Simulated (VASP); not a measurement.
# Na (Im-3m) in VASP: a series of runs

Runs on Na. Level: PBEsol. Tasks: single point, relaxation of cell and atoms.

All numbers are computed with VASP 6.6.1; they aren't measurements. Logs are shortened: lines on timing, memory, paths and dates and some standing lists are left out, and cuts for length are marked.

**1. The cell of the first run**

The structure is cubic, space group Im-3m (No. 229). The conventional cell has a = 4.224 Å, b = 4.224 Å, c = 4.224 Å, α = 90.00°, β = 90.00°, γ = 90.00°. Na (site symmetry m-3m) has 14 Na at 3.66 to 4.22 Å within 4.8 Å.

**2. Single point, PBEsol**

Contents of INCAR:

```
ALGO     = Normal         # electronic algorithm
EDIFF    = 1E-7           # SCF threshold, eV
ENCUT    = 520            # plane-wave cutoff, eV
GGA      = PS             # functional
ISIF     = 2              # what is computed and relaxed
ISMEAR   = -1             # smearing method
LASPH    = True           # aspherical terms in the spheres
LCHARG   = False          # write CHGCAR
LREAL    = False          # projectors in reciprocal space
LWAVE    = False          # write WAVECAR
NBANDS   = 10             # bands
NELM     = 60             # most SCF steps
PREC     = Accurate       # precision mode
SIGMA    = 0.1            # smearing width, eV
```

Contents of KPOINTS:

```
k-points
0
Gamma
  17 17 17
```

Contents of POSCAR:

```
Na
1.0
   -2.1122259525      2.1122259525      2.1122259525
    2.1122259525     -2.1122259525      2.1122259525
    2.1122259525      2.1122259525     -2.1122259525
Na
1
Direct
    0.0000000000      0.0000000000      0.0000000000
```

Potentials or basis: VASP PAW PBE potentials, release 64 (Na_pv).

Command:

```sh
> cat potpaw_PBE.64/Na_pv/POTCAR > POTCAR
> mpirun -np 1 vasp_std > vasp.out
```

OUTCAR:

```text
EDIFF = 1E-7
   ENCUT = 520
   GGA = PS
   ISIF = 2
   ISMEAR = -1
   LASPH = True
   LREAL = False
   NELM = 60
   PREC = Accurate

 ion  position               nearest neighbor table
   1  0.000  0.000  0.000-

  LATTYP: Found a body centered cubic cell.
 ALAT       =     4.2244519050

  Lattice vectors:

 A1 = (  -2.1122259525,   2.1122259525,   2.1122259525)
 A2 = (   2.1122259525,  -2.1122259525,   2.1122259525)
 A3 = (   2.1122259525,   2.1122259525,  -2.1122259525)

Analysis of symmetry for initial positions (statically):
=====================================================================
 Subroutine PRICEL returns:
 Original cell was already a primitive cell.

 Routine SETGRP: Setting up the symmetry group for a
 body centered cubic supercell.

 Subroutine GETGRP returns: Found 48 space group operations
 (whereof 48 operations were pure point group operations)
 out of a pool of 48 trial point group operations.

The static configuration has the point symmetry O_h .

Analysis of symmetry for dynamics (positions and initial velocities):
=====================================================================
 Subroutine PRICEL returns:
 Original cell was already a primitive cell.

 Routine SETGRP: Setting up the symmetry group for a
 body centered cubic supercell.

 Subroutine GETGRP returns: Found 48 space group operations
 (whereof 48 operations were pure point group operations)
 out of a pool of 48 trial point group operations.

The dynamic configuration has the point symmetry O_h .

 Subroutine INISYM returns: Found 48 space group operations
 (whereof 48 operations are pure point group operations),
 and found     1 'primitive' translations

----------------------------------------------------------------------------------------

                                     Primitive cell

  volume of cell :      37.6948

  direct lattice vectors                    reciprocal lattice vectors
    -2.112225952  2.112225952  2.112225952     0.000000000  0.236717099  0.236717099
     2.112225952 -2.112225952  2.112225952     0.236717099  0.000000000  0.236717099
     2.112225952  2.112225952 -2.112225952     0.236717099  0.236717099  0.000000000

  length of vectors
     3.658482667  3.658482667  3.658482667     0.334768532  0.334768532  0.334768532

  position of ions in fractional coordinates (direct lattice)
     0.000000000  0.000000000  0.000000000

  ion indices of the primitive-cell ions
   primitive index   ion index
                 1           1

----------------------------------------------------------------------------------------

 KPOINTS: k-points

Automatic generation of k-mesh.
 Grid dimensions read from file:
 generate k-points for:   17   17   17

 Generating k-lattice:

  Cartesian coordinates                     Fractional coordinates (reciprocal lattice)
     0.000000000  0.013924535  0.013924535     0.058823529  0.000000000  0.000000000
     0.013924535  0.000000000  0.013924535     0.000000000  0.058823529  0.000000000
     0.013924535  0.013924535  0.000000000     0.000000000  0.000000000  0.058823529

  Length of vectors
     0.019692267  0.019692267  0.019692267

  Shift w.r.t. Gamma in fractional coordinates (k-lattice)
     0.000000000  0.000000000  0.000000000

 Subroutine IBZKPT returns following result:
 ===========================================

 Found    165 irreducible k-points:

 Following reciprocal coordinates:
            Coordinates               Weight
  0.000000  0.000000  0.000000      1.000000
  0.058824  0.000000  0.000000     12.000000
  0.117647  0.000000  0.000000     12.000000
  0.176471  0.000000  0.000000     12.000000
  0.235294  0.000000  0.000000     12.000000
  0.294118  0.000000  0.000000     12.000000
[... 16 lines left out ...]
  0.411765  0.117647 -0.000000     48.000000
  0.176471  0.176471  0.000000     24.000000
 [... further k-points ...]
   k-points           NKPTS =    165   k-points in BZ     NKDIM =    165   number of bands    NBANDS=     10
   number of dos      NEDOS =    301   number of ions     NIONS =      1
   total plane-waves  NPLWV =  21952
   dimension x,y,z NGX =    28 NGY =   28 NGZ =   28
   dimension x,y,z NGXF=    56 NGYF=   56 NGZF=   56
   ions per type =               1
   NGX,Y,Z   is equivalent  to a cutoff of  12.72, 12.72, 12.72 a.u.
   NGXF,Y,Z  is equivalent  to a cutoff of  25.45, 25.45, 25.45 a.u.
 SYSTEM =  unknown system
   PREC   = accura    normal or accurate (medium, high low for compatibility)
   ISTART =      0    job   : 0-new  1-cont  2-samecut
   ICHARG =      2    charge: 1-file 2-atom 10-const
   ISPIN  =      1    spin polarized calculation?
   LNONCOLLINEAR =      F non collinear calculations
   LSORBIT =      F    spin-orbit coupling
   LASPH  =      T    aspherical Exc in radial PAW
   ENCUT  =  520.0 eV  38.22 Ry    6.18 a.u.   6.80  6.80  6.80*2*pi/ulx,y,z
   NELM   =     60;   NELMIN=  2; NELMDL= -5     # of ELM steps
   EDIFF  = 0.1E-06   stopping-criterion for ELM
   LREAL  =      F    real-space projection
   EDIFFG = 0.1E-05   stopping-criterion for IOM
   NSW    =      0    number of steps for IOM
   IBRION =     -1    ionic relax: 0-MD 1-quasi-New 2-CG
   NFREE  =      0    steps in history (QN), initial steepest desc. (CG)
   ISIF   =      2    stress and relaxation
   ISYM   =      2    0-nonsym 1-usesym 2-fastsym
   POTIM  = 0.5000    time-step for ionic-motion
   TEBEG  =    0.0;   TEEND  =   0.0 temperature during run
   PSTRESS=    0.0 pullay stress
   NELECT =       7.0000    total number of electrons
   NUPDOWN=      -1.0000    fix difference up-down
   EMIN   =  10.00;   EMAX   =-10.00  energy-range for DOS
   EFERMI =   0.00;   METHOD = LEGACY
   ISMEAR =    -1;   SIGMA  =   0.10  broadening in eV -4-tet -1-fermi 0-gaus
   EFERMI_NEDOS =   21; number of points for ismear=-14 and -15
   IALGO  =     38    algorithm
   IMIX   =      4    mixing-type and parameters
     AMIX     =   0.40;   BMIX     =  1.00
     AMIX_MAG =   1.60;   BMIX_MAG =  1.00
  volume/ion in A,a.u.               =      37.69       254.38
  Fermi-wavevector in a.u.,A,eV,Ry     =   0.934001  1.765005 11.869138  0.872357
  Thomas-Fermi vector in A             =   2.060760
   LORBIT       =      0    0 simple, 1 ext, 2 COOP (PROOUT), +10 PAW based schemes
   GGA     = PS    functional components
   LHFCALC =     F    Hartree Fock is set to
   AEXX    =    0.0000 exact exchange contribution
   IVDW    =     0    specifies the selected vdW correction
   LEPSILON=     F    determine dielectric tensor
   LRPA    =     F    only Hartree local field effects (RPA)
 non-spin polarized calculation
  energy-cutoff  :      520.00
  volume of cell :       37.69
 maximum number of plane-waves:      1036
   NGX = 13   NGY = 13   NGZ = 13

 number of electron       7.0000010 magnetization

 Free energy of the ion-electron system (eV)
  ---------------------------------------------------
  ext. energy  EPLUGINS =         0.00000000
  ---------------------------------------------------
  free energy    TOTEN  =        -1.40582017 eV

  energy without entropy =       -1.38973577  energy(sigma->0) =       -1.39777797

 E-fermi :   0.2624     XC(G=0):  -6.4572

 val. band max:        0.2321320879   @ k =  -0.3529   0.4118   0.1765
 cond. band min:       0.3388230347   @ k =   0.4118   0.0588   0.0000
 fundamental gap:      0.1066909468
 Fermi energy:         0.2624179946

 k-point     1 :       0.0000    0.0000    0.0000
  band No.  band energies     occupation
      1     -24.5400      2.00000
      2     -24.5400      2.00000
      3     -24.5400      2.00000
      4      -2.9836      2.00000
      5      11.8832      0.00000
      6      11.8832      0.00000
      7      11.8832      0.00000
      8      12.8777      0.00000
      9      12.8777      0.00000
     10      13.4127      0.00000

 k-point     2 :       0.0588    0.0000    0.0000
  band No.  band energies     occupation
      1     -24.5412      2.00000
      2     -24.5404      2.00000
      3     -24.5400      2.00000
      4      -2.9233      2.00000
      5      11.0128      0.00000
      6      11.4548      0.00000
      7      11.6254      0.00000
      8      12.3039      0.00000
      9      12.4058      0.00000
     10      13.7099      0.00000

 k-point     3 :       0.1176    0.0000    0.0000
  band No.  band energies     occupation
      1     -24.5445      2.00000
      2     -24.5415      2.00000
      3     -24.5400      2.00000
      4      -2.7428      2.00000
      5       9.4958      0.00000
      6      10.7573      0.00000
      7      11.1307      0.00000
      8      11.5993      0.00000
      9      12.1784      0.00000
     10      13.7723      0.00000

 k-point     4 :       0.1765    0.0000    0.0000
  band No.  band energies     occupation
      1     -24.5495      2.00000
      2     -24.5432      2.00000
      3     -24.5400      2.00000
      4      -2.4435      2.00000
      5       7.9893      0.00000
      6      10.1031      0.00000
      7      10.6343      0.00000
      8      10.9817      0.00000
      9      11.8688      0.00000
     10      13.9614      0.00000

 k-point     5 :       0.2353    0.0000    0.0000
  band No.  band energies     occupation
      1     -24.5555      2.00000
      2     -24.5452      2.00000
      3     -24.5400      2.00000
      4      -2.0273      2.00000
      5       6.5571      0.00000
      6       9.5431      0.00000
      7      10.2004      0.00000
      8      10.4651      0.00000
      9      11.5027      0.00000
     10      14.3340      0.00000

 k-point     6 :       0.2941    0.0000    0.0000
  band No.  band energies     occupation
      1     -24.5617      2.00000
      2     -24.5474      2.00000
      3     -24.5399      2.00000
      4      -1.4970      2.00000
      5       5.2125      0.00000
      6       9.0900      0.00000
      7       9.8471      0.00000
      8      10.0520      0.00000
      9      11.1484      0.00000
     10      14.7667      0.00000
[... 183 lines left out ...]
 k-point    21 :       0.2941    0.1176    0.0000
  band No.  band energies     occupation
      1     -24.5670      2.00000
      2     -24.5500      2.00000
      3     -24.5415      2.00000
      4      -0.6828      1.99984
      5       4.1101      0.00000
      6       6.9333      0.00000
      7       9.0291      0.00000
      8      10.7497      0.00000
      9      12.6549      0.00000
     10      13.9039      0.00000

 k-point    22 :       0.3529    0.1176    0.0000
  band No.  band energies     occupation
      1     -24.5704      2.00000
      2     -24.5517      2.00000
      3     -24.5415      2.00000
      4       0.0598      1.76700
      5       2.9683      0.00000
      6       6.7102      0.00000
      7       8.8230      0.00000
      8      10.5498      0.00000
      9      12.5402      0.00000
     10      14.4341      0.00000

 k-point    23 :       0.4118    0.1176   -0.0000
  band No.  band energies     occupation
      1     -24.5722      2.00000
      2     -24.5527      2.00000
      3     -24.5416      2.00000
      4       0.8791      0.00419
      5       1.9489      0.00000
      6       6.5989      0.00000
      7       8.7192      0.00000
      8      10.4480      0.00000
      9      12.4657      0.00000
     10      14.9836      0.00000

 k-point    24 :       0.1765    0.1765    0.0000
  band No.  band energies     occupation
      1     -24.5615      2.00000
      2     -24.5472      2.00000
      3     -24.5421      2.00000
      4      -1.3799      2.00000
      5       5.9142      0.00000
      6       6.6221      0.00000
      7       9.2815      0.00000
      8      11.5306      0.00000
      9      12.4500      0.00000
     10      14.7904      0.00000

 [... further k-points ...]
[... 5 lines left out ...]
  --------------------------------------------------------------------------------------
  -------------------------------------------------------------------------------------
  Total       -0.0628497     -0.0628497     -0.0628497      0.0000000     -0.0000000      0.0000000
  in kB       -2.6713601     -2.6713601     -2.6713601      0.0000000     -0.0000000      0.0000000
  external PRESSURE =      -2.6713601 kB  Pullay stress =       0.0000000 kB

 VOLUME and BASIS-vectors are now :
 -----------------------------------------------------------------------------
  energy-cutoff  :      520.00
  volume of cell :       37.69
      direct lattice vectors                 reciprocal lattice vectors
    -2.112225952  2.112225952  2.112225952     0.000000000  0.236717099  0.236717099
     2.112225952 -2.112225952  2.112225952     0.236717099  0.000000000  0.236717099
     2.112225952  2.112225952 -2.112225952     0.236717099  0.236717099  0.000000000

 POSITION                                       TOTAL-FORCE (eV/Angst)
 -----------------------------------------------------------------------------------
      0.00000      0.00000      0.00000        -0.000000      0.000000      0.000000
 -----------------------------------------------------------------------------------
    total drift:                               -0.000000     -0.000000     -0.000000

  FREE ENERGIE OF THE ION-ELECTRON SYSTEM (eV)
  ---------------------------------------------------
  free  energy   TOTEN  =        -1.4058201712 eV

  energy  without entropy=       -1.3897357660  energy(sigma->0) =       -1.39777797
```

It took 36 s on 1 thread of Intel Xeon Platinum 8488C (Sapphire Rapids), shared host; peak memory 0.18 GiB.

What came out:

```
Free energy : -1.4058 eV
Pressure    : -0.3 GPa
```

Levels at points of the mesh, in eV from the Fermi level:
```
           k point  band 1  band 2  band 3  band 4  band 5  band 6  band 7  band 8
(0.00, 0.00, 0.00)  -24.80  -24.80  -24.80   -3.25   11.62   11.62   11.62   12.62
```

Caveat: the PAW data sets were made with another functional, which shifts forces and pressure a little.

**3. Relaxation of cell and atoms, PBEsol**

Contents of INCAR:

```
PREC     = Accurate       # precision mode
ENCUT    = 600            # plane-wave cutoff, eV
EDIFF    = 1E-6           # SCF threshold, eV
ISMEAR   = -1             # smearing method
SIGMA    = 0.1            # smearing width, eV
LREAL    = False          # projectors in reciprocal space
LASPH    = True           # aspherical terms in the spheres
NELM     = 60             # most SCF steps
ALGO     = Normal         # electronic algorithm
ISIF     = 3              # what is computed and relaxed
LWAVE    = False          # write WAVECAR
LCHARG   = False          # write CHGCAR
GGA      = PS             # functional
IBRION   = 2              # ionic algorithm
NSW      = 80             # ionic steps
EDIFFG   = -0.01          # ionic threshold
```

Contents of KPOINTS:

```
Automatic mesh
0
Gamma
  11 11 11
```

Contents of POSCAR:

```
Na
1.0
   -2.1125000000      2.1125000000      2.1125000000
    2.1125000000     -2.1125000000      2.1125000000
    2.1125000000      2.1125000000     -2.1125000000
Na
1
Direct
    0.0000000000      0.0000000000      0.0000000000
```

Potentials or basis: VASP PAW PBE potentials, release 64 (Na_pv).

Command:

```sh
> cat potpaw_PBE.64/Na_pv/POTCAR > POTCAR
> mpirun -np 1 vasp_std > vasp.out
```

OUTCAR:

```text
PREC = Accurate
   ENCUT = 600
   EDIFF = 1E-6
   ISMEAR = -1
   LREAL = False
   LASPH = True
   NELM = 60
   ISIF = 3
   GGA = PS
   IBRION = 2
   NSW = 80
   EDIFFG = -0.01

 ion  position               nearest neighbor table
   1  0.000  0.000  0.000-

  LATTYP: Found a body centered cubic cell.
 ALAT       =     4.2250000000

  Lattice vectors:

 A1 = (  -2.1125000000,   2.1125000000,   2.1125000000)
 A2 = (   2.1125000000,  -2.1125000000,   2.1125000000)
 A3 = (   2.1125000000,   2.1125000000,  -2.1125000000)

Analysis of symmetry for initial positions (statically):
=====================================================================
 Subroutine PRICEL returns:
 Original cell was already a primitive cell.

 Routine SETGRP: Setting up the symmetry group for a
 body centered cubic supercell.

 Subroutine GETGRP returns: Found 48 space group operations
 (whereof 48 operations were pure point group operations)
 out of a pool of 48 trial point group operations.

The static configuration has the point symmetry O_h .

Analysis of symmetry for dynamics (positions and initial velocities):
[... 165 lines left out ...]
  -------------------------------------------------------------------------------------
  Total       -0.0698549     -0.0698549     -0.0698549     -0.0000000      0.0000000      0.0000000
  in kB       -2.9679548     -2.9679548     -2.9679548     -0.0000000      0.0000000      0.0000000
  external PRESSURE =      -2.9679548 kB  Pullay stress =       0.0000000 kB
[... 92 lines left out ...]
--------------------------------------- Ionic step        4  -------------------------------------------

 number of electron       6.9999991 magnetization

 Free energy of the ion-electron system (eV)
  ---------------------------------------------------
  ext. energy  EPLUGINS =         0.00000000
  ---------------------------------------------------
  free energy    TOTEN  =        -1.40863261 eV

  energy without entropy =       -1.39480504  energy(sigma->0) =       -1.40171882

 E-fermi :   0.3612     XC(G=0):  -6.5296

 val. band max:        0.3038929491   @ k =  -0.3636   0.4545   0.0909
 cond. band min:       0.4405217670   @ k =   0.1818   0.1818   0.1818
 fundamental gap:      0.1366288179
 Fermi energy:         0.3612287369

 k-point     1 :       0.0000    0.0000    0.0000
  band No.  band energies     occupation
      1     -24.4401      2.00000
      2     -24.4401      2.00000
      3     -24.4401      2.00000
      4      -2.9641      2.00000
      5      12.1394      0.00000
      6      12.1394      0.00000
      7      12.1394      0.00000
[... 221 lines left out ...]
 k-point    24 :       0.3636    0.1818    0.0909
  band No.  band energies     occupation
      1     -24.4706      2.00000
      2     -24.4569      2.00000
      3     -24.4458      2.00000
      4       1.7032      0.00000
      5       2.2114      0.00000
      6       4.9621      0.00000
      7       6.8399      0.00000

 [... further k-points ...]
[... 5 lines left out ...]
  --------------------------------------------------------------------------------------
  -------------------------------------------------------------------------------------
  Total       -0.0075796     -0.0075796     -0.0075796      0.0000000      0.0000000     -0.0000000
  in kB       -0.3311570     -0.3311570     -0.3311570      0.0000000      0.0000000     -0.0000000
  external PRESSURE =      -0.3311570 kB  Pullay stress =       0.0000000 kB
[... 16 lines left out ...]
  FREE ENERGIE OF THE ION-ELECTRON SYSTEM (eV)
  ---------------------------------------------------
  free  energy   TOTEN  =        -1.4086326131 eV

  energy  without entropy=       -1.3948050360  energy(sigma->0) =       -1.40171882

 reached required accuracy - stopping structural energy minimisation
```

It took 31 s on 1 thread of Intel Xeon Platinum 8488C (Sapphire Rapids), shared host; peak memory 0.16 GiB.

What came out:

```yaml
Free_energy: -1.4086 eV
Relaxed_volume: 36.67 Å³/atom
Relaxed_cell: a = 3.625 Å, b = 3.625 Å, c = 3.625 Å, α = 109.47°, β = 109.47°, γ = 109.47°
Space_group_after_relaxing_to_0.05_Å: Im-3m (No. 229)
Energy_gained_by_relaxing: 1.2 meV/atom
Ionic_steps: 4
Pressure_after_relaxing: 0.0 GPa
```

The path:
| step | energy change (eV) | largest force (eV/Å) | pressure (GPa) | volume (Å³) |
| --- | --- | --- | --- | --- |
| 1 | 0.0000 | 0.0000 | -0.30 | 37.71 |
| 2 | -0.0006 | 0.0000 | -0.17 | 37.33 |
| 3 | -0.0009 | 0.0000 | -0.14 | 37.11 |
| 4 | -0.0012 | 0.0000 | -0.03 | 36.67 |

Final structure:
```xyz
1
Lattice="-2.0929 2.0929 2.0929 2.0929 -2.0929 2.0929 2.0929 2.0929 -2.0929" Properties=species:S:1:pos:R:3 pbc="T T T"
Na    0.0000    0.0000    0.0000
```

Levels at points of the mesh, in eV from the Fermi level:
| k point | band 1 | band 2 | band 3 | band 4 | band 5 | band 6 |
| --- | --- | --- | --- | --- | --- | --- |
| (0.00, 0.00, 0.00) | -24.80 | -24.80 | -24.80 | -3.33 | 11.78 | 11.78 |

Caveat: the PAW data sets were made with another functional, which shifts forces and pressure a little.

[end of part 1 of 2]
